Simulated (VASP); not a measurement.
Here is a VASP 6.6.1 calculation.

POSCAR

```
TiO2
1.0
   -4.3696209303      4.3696209303      1.8835088886
    4.3696209303     -4.3696209303      1.8835088886
    4.3696209303      4.3696209303     -1.8835088886
Ti O
4 8
Direct
    0.2905284355      0.0031641115      0.2936925469
    0.0031641115      0.7094715645      0.7126356760
    0.9968358885      0.2905284355      0.2873643240
    0.7094715645      0.9968358885      0.7063074531
    0.4983601057      0.1512851790      0.6496452848
    0.1604743790      0.8411155945      0.0015899734
    0.1512851790      0.5016398943      0.6529250733
    0.1588844055      0.1604743790      0.3193587845
    0.8411155945      0.8395256210      0.6806412155
    0.8487148210      0.4983601057      0.3470749267
    0.8395256210      0.1588844055      0.9984100266
    0.5016398943      0.8487148210      0.3503547152
```

The input INCAR.step1:

```
SYSTEM = TiO2
PREC     = Accurate       ! precision mode
ENCUT    = 520            ! plane-wave cutoff, eV
ISMEAR   = 0              ! smearing method
SIGMA    = 0.02           ! smearing width, eV
LREAL    = .FALSE.        ! projectors in reciprocal space
LASPH    = .TRUE.         ! aspherical terms in the spheres
NELM     = 80             ! most SCF steps
NBANDS   = 60             ! bands
GGA      = PE             ! functional
ALGO     = Normal         ! electronic algorithm
EDIFF    = 1E-4           ! SCF threshold, eV
LWAVE    = .TRUE.         ! write WAVECAR
LCHARG   = .FALSE.        ! write CHGCAR
KPAR     = 4
```

The input INCAR.step2:

```
SYSTEM = TiO2
PREC     = Accurate       ! precision mode
ENCUT    = 520            ! plane-wave cutoff, eV
EDIFF    = 1E-6           ! SCF threshold, eV
ISMEAR   = 0              ! smearing method
SIGMA    = 0.02           ! smearing width, eV
LREAL    = .FALSE.        ! projectors in reciprocal space
LASPH    = .TRUE.         ! aspherical terms in the spheres
NELM     = 80             ! most SCF steps
ALGO     = Normal         ! electronic algorithm
ISIF     = 2              ! what is computed and relaxed
LWAVE    = .FALSE.        ! write WAVECAR
LCHARG   = .FALSE.        ! write CHGCAR
METAGGA  = R2SCAN         ! meta-GGA
LMIXTAU  = .TRUE.       
NBANDS   = 60             ! bands
ISTART   = 1            
KPAR     = 4
```

KPOINTS

```
Automatic mesh
0
G
  8 8 8
  0 0 0
```

Potentials or basis: VASP PAW PBE potentials, release 64 (Ti_sv, O).

Launch:

```bash
$ cat potpaw_PBE.64/Ti_sv/POTCAR potpaw_PBE.64/O/POTCAR > POTCAR
$ cp INCAR.step1 INCAR
$ mpirun -np 4 vasp_std > vasp.out
$ cp INCAR.step2 INCAR
$ mpirun -np 4 vasp_std > vasp.out
```

Q: What does it give for the band gap on the k mesh?

A: 2.13 eV (least direct gap 2.82 eV).

Q: Predict the pressure.

A: -0.9 GPa.

Q: Predict the largest force.

A: 0.152 eV/Å.

Forces in eV/Å, atoms in the order of the input:
```
Ti  -0.014  0.151  0.000
Ti  -0.151 -0.014  0.000
Ti   0.151  0.014  0.000
Ti   0.014 -0.151  0.000
O   -0.018  0.002  0.000
O    0.005  0.026  0.000
O   -0.002 -0.018  0.000
O    0.026 -0.005  0.000
O   -0.026  0.005  0.000
O    0.002  0.018  0.000
O   -0.005 -0.026  0.000
O    0.018 -0.002  0.000
```

Caveat: the PAW data sets were made with another functional, which shifts forces and pressure a little. A k mesh can miss the band edges.
